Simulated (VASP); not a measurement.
The system is BiAsS.

```
Bi As S
1.0
     4.12746    0.00000    0.00000
     0.00000    4.17041    0.00000
     0.00000    0.00000    4.25742
Bi As S
1 1 1
Direct
  0.00000 0.00000 0.00000
  0.50000 0.50000 0.50000
  0.50000 0.50000 0.00000
```

```yaml
Program: VASP 6.6.1
Task: relaxation of cell and atoms
Functional: PBE
Potentials_or_basis: VASP PAW PBE potentials, release 64 (Bi_d, As, S)
Cutoff: 600 eV
k_mesh: 4 × 4 × 4
Occupations: gaussian, width 0.1 eV
Spin: no spin polarisation
```

At the start: pressure 10.2 GPa; volume 24.43 Å³/atom.

Task: Where does the relaxation end?

Result: Over 10 steps the energy falls by 451.6 meV/atom and the volume is 27.18 Å³/atom (+11.3 %); space group P4/mmm (No. 123, to 0.05 Å).

The path:
```csv
step,energy change (eV),largest force (eV/Å),pressure (GPa),volume (Å³)
1,0.0000,0.0000,10.20,73.28
2,-1.0678,0.0000,-4.13,90.27
3,-1.0774,0.0000,-3.44,88.89
4,-1.3120,0.0000,-1.51,83.61
5,-1.3508,0.0000,0.48,80.73
6,-1.3523,0.0000,0.05,81.26
7,-1.3524,0.0000,0.17,81.11
8,-1.3537,0.0000,0.08,81.30
9,-1.3540,0.0000,0.00,81.44
10,-1.3549,0.0000,-0.11,81.54
```

Final structure:
```xyz
3
Lattice="3.9374 0.0000 0.0000 0.0000 3.9413 0.0000 0.0000 0.0000 5.2545" Properties=species:S:1:pos:R:3 pbc="T T T"
Bi    0.0000    0.0000    0.0000
As    1.9687    1.9707    2.6272
S     1.9687    1.9707    0.0000
```

Caveat: the k points lie up to 0.40 Å⁻¹ apart in the final cell.
